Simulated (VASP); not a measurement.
# ScAl (Pm-3m) in VASP: a series of runs, part 2 of 2

VASP 6.6.1. Earlier steps stand in the parts before.

**5. Single point, PBEsol**

This run uses another cell than the first one, of 18.70 Å³/atom, 1.154 times its volume.

INCAR

```
  PREC = Accurate
  ENCUT = 520
  EDIFF = 1E-6
  ISMEAR = 0
  SIGMA = 0.1
  LREAL = False
  LASPH = True
  NELM = 100
  ALGO = Fast
  ISIF = 2
  LWAVE = False
  LCHARG = False
  GGA = PS
  NBANDS = 14
```

KPOINTS

```
Automatic mesh
0
Gamma
  16 16 16
```

POSCAR

```
ScAl
1.0
    3.3444038945      0.0000000000      0.0000000000
    0.0000000000      3.3444038945      0.0000000000
    0.0000000000      0.0000000000      3.3444038945
Sc Al
1 1
Direct
    0.5000000000      0.5000000000      0.5000000000
    0.0000000000      0.0000000000      0.0000000000
```

Potentials or basis: VASP PAW PBE potentials, release 64 (Sc_sv, Al).

On the command line:

```console
$ cat potpaw_PBE.64/Sc_sv/POTCAR potpaw_PBE.64/Al/POTCAR > POTCAR
$ mpirun -np 1 vasp_std > vasp.out
```

OUTCAR:

```text
PREC = Accurate
   ENCUT = 520
   EDIFF = 1E-6
   ISMEAR = 0
   LREAL = False
   LASPH = True
   NELM = 100
   ISIF = 2
   GGA = PS

 ion  position               nearest neighbor table
   1  0.500  0.500  0.500-   2 2.90   2 2.90   2 2.90   2 2.90   2 2.90   2 2.90   2 2.90   2 2.90

   2  0.000  0.000  0.000-   1 2.90   1 2.90   1 2.90   1 2.90   1 2.90   1 2.90   1 2.90   1 2.90

  LATTYP: Found a simple cubic cell.
 ALAT       =     3.3444038945

  Lattice vectors:

 A1 = (   3.3444038945,   0.0000000000,   0.0000000000)
 A2 = (   0.0000000000,   3.3444038945,   0.0000000000)
 A3 = (   0.0000000000,   0.0000000000,   3.3444038945)

Analysis of symmetry for initial positions (statically):
=====================================================================
 Subroutine PRICEL returns:
 Original cell was already a primitive cell.

 Routine SETGRP: Setting up the symmetry group for a
 simple cubic supercell.

 Subroutine GETGRP returns: Found 48 space group operations
[... 9 lines left out ...]

 Routine SETGRP: Setting up the symmetry group for a
 simple cubic supercell.

 Subroutine GETGRP returns: Found 48 space group operations
[... 11 lines left out ...]
                                     Primitive cell

  volume of cell :      37.4073
[... 145 lines left out ...]

 k-point     1 :       0.0000    0.0000    0.0000
  band No.  band energies     occupation
      1     -43.0095      2.00000
      2     -21.6850      2.00000
      3     -21.6850      2.00000
      4     -21.6850      2.00000
      5      -2.3961      2.00000
      6       5.4382      2.00000
      7       5.4382      2.00000
      8       8.9291      0.00000
      9       8.9291      0.00000
     10       8.9291      0.00000
     11       9.9890      0.00000
     12       9.9890      0.00000
     13       9.9890      0.00000
     14      14.9049      0.00000
[... 377 lines left out ...]
      1     -42.9903      2.00000
      2     -21.8791      2.00000
      3     -21.6947      2.00000
      4     -21.6645      2.00000
      5       0.5662      2.00000
      6       1.7787      2.00000
      7       6.4731      0.00001
      8       6.4973      0.00000
      9       7.0389      0.00000
     10       8.8843      0.00000
     11      10.0549      0.00000
     12      12.3656      0.00000
     13      13.7032      0.00000
     14      14.1994      0.00000

 [... further k-points ...]
[... 5 lines left out ...]
  --------------------------------------------------------------------------------------
  -------------------------------------------------------------------------------------
  Total        0.0458347      0.0458347      0.0458347     -0.0000000     -0.0000000      0.0000000
  in kB        1.9631283      1.9631283      1.9631283     -0.0000000     -0.0000000      0.0000000
  external PRESSURE =       1.9631283 kB  Pullay stress =       0.0000000 kB

 VOLUME and BASIS-vectors are now :
 -----------------------------------------------------------------------------
  energy-cutoff  :      520.00
  volume of cell :       37.41
      direct lattice vectors                 reciprocal lattice vectors
     3.344403895  0.000000000  0.000000000     0.299006948  0.000000000  0.000000000
     0.000000000  3.344403895  0.000000000     0.000000000  0.299006948  0.000000000
     0.000000000  0.000000000  3.344403895     0.000000000  0.000000000  0.299006948

 POSITION                                       TOTAL-FORCE (eV/Angst)
 -----------------------------------------------------------------------------------
      1.67220      1.67220      1.67220         0.000000      0.000000      0.000000
      0.00000      0.00000      0.00000         0.000000      0.000000      0.000000
 -----------------------------------------------------------------------------------
    total drift:                                0.000000      0.000000      0.000000

  FREE ENERGIE OF THE ION-ELECTRON SYSTEM (eV)
  ---------------------------------------------------
  free  energy   TOTEN  =       -11.6249534710 eV

  energy  without entropy=      -11.6209119561  energy(sigma->0) =      -11.62293271
```

Run time: 79 s. Hardware: 1 thread of Intel Xeon Platinum 8375C at 2.90GHz (Ice Lake), shared host; peak memory 0.22 GiB.

Results:

| Property | Result |
| --- | --- |
| Free energy | -11.6250 eV |
| Pressure | 0.2 GPa |
| Band gap on the k mesh | zero (band 7 reaches 6.47 eV, above the bottom of band 8 at 5.29 eV) |

Caveat: the PAW data sets were made with another functional, which shifts forces and pressure a little.

**6. Relaxation of cell and atoms, PBEsol**

This run uses another cell than the first one, of 19.14 Å³/atom, 1.181 times its volume.

INCAR

```
ALGO = Normal ; EDIFF = 1E-6
EDIFFG = -0.005 ; ENCUT = 600
GGA = PS ; IBRION = 2
ISIF = 3 ; ISMEAR = 0
LASPH = T ; LCHARG = F
LREAL = F ; LWAVE = F
NELM = 60 ; NSW = 100
PREC = Accurate ; SIGMA = 0.1
```

KPOINTS

```
k-points
0
Gamma
  12 12 12
```

POSCAR

```
ScAl
1.0
    3.3703489700      0.0000000000      0.0000000000
    0.0000000000      3.3703489700      0.0000000000
    0.0000000000      0.0000000000      3.3703489700
Sc Al
1 1
Direct
    0.5000000000      0.5000000000      0.5000000000
    0.0000000000      0.0000000000      0.0000000000
```

Potentials or basis: VASP PAW PBE potentials, release 64 (Sc_sv, Al).

On the command line:

```console
$ cat potpaw_PBE.64/Sc_sv/POTCAR potpaw_PBE.64/Al/POTCAR > POTCAR
$ mpirun -np 1 vasp_std > vasp.out
```

It took 57 s on 1 thread of Intel Xeon Platinum 8375C at 2.90GHz (Ice Lake), shared host; peak memory 0.19 GiB.

It converged, with:

- Free energy: -11.6258 eV
- Relaxed volume: 18.74 Å³/atom
- Relaxed cell: a = 3.347 Å, b = 3.347 Å, c = 3.347 Å, α = 90.00°, β = 90.00°, γ = 90.00°
- Space group after relaxing (to 0.05 Å): Pm-3m (No. 221)
- Energy gained by relaxing: 2.1 meV/atom
- Ionic steps: 3
- Pressure after relaxing: 0.0 GPa
- Band gap on the k mesh: zero (band 7 reaches 6.47 eV, above the bottom of band 8 at 5.28 eV)

The path:
```
step  energy change (eV)  largest force (eV/Å)  pressure (GPa)  volume (Å³)
   1              0.0000                0.0000           -1.65        38.28
   2             -0.0037                0.0000            0.62        37.20
   3             -0.0042                0.0000            0.01        37.48
```

Final structure:
```xyz
2
Lattice="3.3465 0.0000 0.0000 0.0000 3.3465 0.0000 0.0000 0.0000 3.3465" Properties=species:S:1:pos:R:3 pbc="T T T"
Sc    1.6733    1.6733    1.6733
Al    0.0000    0.0000    0.0000
```

Levels at points of the mesh, in eV from the Fermi level:
| k point | band 4 | band 5 | band 6 | band 7 | band 8 | band 9 | band 10 | band 11 |
| --- | --- | --- | --- | --- | --- | --- | --- | --- |
| (0.00, 0.00, 0.00) | -27.82 | -8.52 | -0.69 | -0.69 | 2.79 | 2.79 | 2.79 | 3.85 |
| (0.50, 0.00, 0.00) | -27.80 | -5.67 | -4.59 | 0.27 | 0.81 | 0.81 | 3.03 | 3.93 |
| (0.50, 0.50, 0.00) | -27.79 | -4.73 | -1.83 | -1.83 | -0.84 | 1.57 | 1.57 | 3.81 |
| (0.50, 0.50, 0.50) | -27.96 | -2.58 | -2.58 | -2.58 | -0.33 | 2.98 | 2.98 | 2.98 |

Caveat: the PAW data sets were made with another functional, which shifts forces and pressure a little.

**7. Summary**

```tsv
task	cell	k mesh	cutoff (eV)	gap on the mesh (eV)	pressure (GPa)
relaxation of cell and atoms	relaxed to 15 GPa from a = 3.189 Å, 2 atoms	14 × 14 × 14	600	none	15.0
single point	a = 3.344 Å, 2 atoms	12 × 12 × 12	520	none	0.1
relaxation of cell and atoms	relaxed from a = 3.370 Å, 2 atoms	12 × 12 × 12	600	none	0.0
single point	a = 3.344 Å, 2 atoms	16 × 16 × 16	520	none	0.2
```

Alike in all rows: level PBEsol; potentials or basis VASP PAW PBE potentials, release 64 (Sc_sv, Al); no spin polarisation; smearing gaussian 0.1 eV.

Caveats: the PAW data sets were made with another functional, which shifts forces and pressure a little; the cell is relaxed towards a set pressure, so the enthalpy falls and the energy may rise (some runs).

Absolute energies hang on the potentials; compare differences alone.
